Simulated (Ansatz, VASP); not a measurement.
# WSe2 in VASP and in Ansatz

```xyz
3
Lattice="3.3641 0.0000 0.0000 -1.6820 2.9134 0.0000 0.0000 0.0000 16.1589" Properties=species:S:1:pos:R:3 pbc="T T T"
W     0.0000    0.0000    0.0000
Se    0.0000    1.9423    1.6111
Se    0.0000    1.9423   14.5478
```

Change from the starting cell: strain +0.015 along x and y, -0.030 along z, atoms carried along.

Alike in both runs: task single point; functional r2SCAN; k mesh 12 × 12 × 2; occupations gaussian, width 0.05 eV; no spin polarisation.

|  | VASP | Ansatz |
| --- | --- | --- |
| version | VASP 6.6.1 | Ansatz 0.2.0 |
| potentials or method | VASP PAW PBE potentials, release 64 (W_sv, Se), cutoff 520 eV | scalar-relativistic, plane waves, PAW |
| valence electrons in the cell | 26 | 46 |

```tsv
	VASP	Ansatz	Ansatz less VASP
gap on the k mesh at the Fermi level (eV)	1.34	1.35	+0.007
least direct gap on the mesh (eV)	1.40	1.40	+0.002
rms of the force components (eV/Å)	0.313	0.291	-0.0221
```

VASP's potentials were made for PBE, not for r2SCAN. Atom by atom the forces differ by 0.022 eV/Å (rms over components). VASP's potentials hold 26 valence electrons a cell and Ansatz's 46, so a difference there can come from the potentials and not from the codes.

Spin-orbit coupling is off throughout.
